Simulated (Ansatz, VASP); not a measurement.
Se: VASP beside Ansatz

```
CELL_PARAMETERS angstrom
7.81513 0.00000 0.00000
0.00000 7.81513 0.00000
0.00000 0.00000 2.65268
ATOMIC_POSITIONS crystal
Se 0.25007 0.24993 0.00000
Se 0.24993 0.74993 0.00000
Se 0.74993 0.75007 0.00000
Se 0.75007 0.25007 0.00000
Se 0.00000 0.00000 0.00000
Se 0.50000 0.50000 0.00000
```

Alike in both runs: functional PBE; k mesh 6 × 6 × 14; occupations gaussian, width 0.1 eV; no spin polarisation.

Ansatz relaxed the structure, and its values are those at the end. VASP's run is a single point on that final structure, the one shown.

|  | VASP | Ansatz |
| --- | --- | --- |
| version | VASP 6.6.1 | Ansatz 0.2.0 |
| potentials or method | VASP PAW PBE potentials, release 64 (Se), cutoff 520 eV | scalar-relativistic, plane waves, PAW |
| valence electrons in the cell | 36 | 96 |

```tsv
	VASP	Ansatz	Ansatz less VASP
gap on the k mesh at the Fermi level (eV)	none	none	-
pressure (GPa)	0.0	0.0	-0.02
```

A gap of «none» marks a metal or a gap that the smearing closes. With one functional, cell and mesh, what is left measures potentials, basis and numerics. VASP's potentials hold 36 valence electrons a cell and Ansatz's 96, so a difference there can come from the potentials and not from the codes.
